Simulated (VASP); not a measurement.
The system is RbBaSi2.

```
Rb Ba Si
1.0
     4.55921    0.00000    0.00000
    -2.27960    3.94839    0.00000
     0.00000    0.00000    6.80694
Rb Ba Si
1 1 2
Direct
  0.00000 0.00000 0.00000
  0.00000 0.00000 0.50000
  0.33333 0.66667 0.50000
  0.66667 0.33333 0.50000
```

The cell was generated, and may not be a known phase.

* Program: VASP 6.6.1
* Task: relaxation of cell and atoms
* Functional: PBE
* Potentials or basis: VASP PAW PBE potentials, release 64 (Rb_sv, Ba_sv, Si)
* Cutoff: 600 eV
* k mesh: 6 × 6 × 4
* Occupations: gaussian, width 0.1 eV
* Spin: no spin polarisation

At the start: pressure 15.5 GPa; volume 30.63 Å³/atom.

Problem. How do energy, volume and symmetry change on relaxing?

Solution. Over 10 steps the energy falls by 648.2 meV/atom and the volume is 48.61 Å³/atom (+58.7 %); space group P6/mmm (No. 191, to 0.1 Å) before and after.

Step by step:
| step | energy change (eV) | largest force (eV/Å) | pressure (GPa) | volume (Å³) |
| --- | --- | --- | --- | --- |
| 1 | 0.0000 | 0.0000 | 15.54 | 122.54 |
| 2 | -2.4781 | 0.0000 | -0.35 | 181.53 |
| 3 | -2.5051 | 0.0000 | 0.83 | 171.63 |
| 4 | -2.5084 | 0.0000 | 0.51 | 174.04 |
| 5 | -2.5077 | 0.0000 | 0.66 | 172.91 |
| 6 | -2.5430 | 0.0000 | 0.53 | 176.78 |
| 7 | -2.5857 | 0.0000 | 0.28 | 186.20 |
| 8 | -2.5916 | 0.0000 | 0.17 | 190.37 |
| 9 | -2.5925 | 0.0000 | 0.12 | 192.62 |
| 10 | -2.5930 | 0.0000 | -0.06 | 194.46 |

Final structure:
```
Rb Ba Si
1.0
     5.39481    0.00000    0.00000
    -2.69741    4.67204    0.00000
     0.00000    0.00000    7.71512
Rb Ba Si
1 1 2
Direct
  0.00000 0.00000 0.00000
  0.00000 0.00000 0.50000
  0.33333 0.66667 0.50000
  0.66667 0.33333 0.50000
```

Caveat: the volume moved by over 15 % at a fixed basis, so the end points are rough; an odd number of electrons without spin polarisation forces a metal; a magnetic or distorted state may lie lower.
